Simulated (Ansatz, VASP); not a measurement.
**Os in VASP and in Ansatz**

```
CELL_PARAMETERS angstrom
2.67464 0.00000 0.00000
-1.33732 2.31630 0.00000
0.00000 0.00000 4.24106
ATOMIC_POSITIONS crystal
Os 0.33333 0.66667 0.25000
Os 0.66667 0.33333 0.75000
```

Change from the starting cell: volume scaled by 0.92, PAW files.

Alike in both runs: task single point; functional PBE; k mesh 18 × 18 × 10; occupations fermi-dirac, width 0.08 eV; no spin polarisation.

|  | VASP | Ansatz |
| --- | --- | --- |
| version | VASP 6.6.1 | Ansatz 0.2.0 |
| potentials or method | VASP PAW PBE potentials, release 64 (Os) | PAW with Ansatz's default frozen-core files, scalar-relativistic |
| plane-wave cutoff (eV) | 520 | 420 |
| valence electrons in the cell | 16 | 32 |

|  | VASP | Ansatz | Ansatz less VASP |
| --- | --- | --- | --- |
| pressure (GPa) | 41.2 | 40.4 | -0.85 |
| traceless stress, the component that is largest in VASP (GPa) | -0.09 | 0.01 | +0.092 |

Both programs put the cell under a high pressure, so it lies far from rest at this level. The functional is the same, so the differences come from potentials, cutoffs and numerics. VASP's potentials hold 16 valence electrons a cell and Ansatz's 32, so a difference there can come from the potentials and not from the codes.

Neither program's run includes spin-orbit coupling.
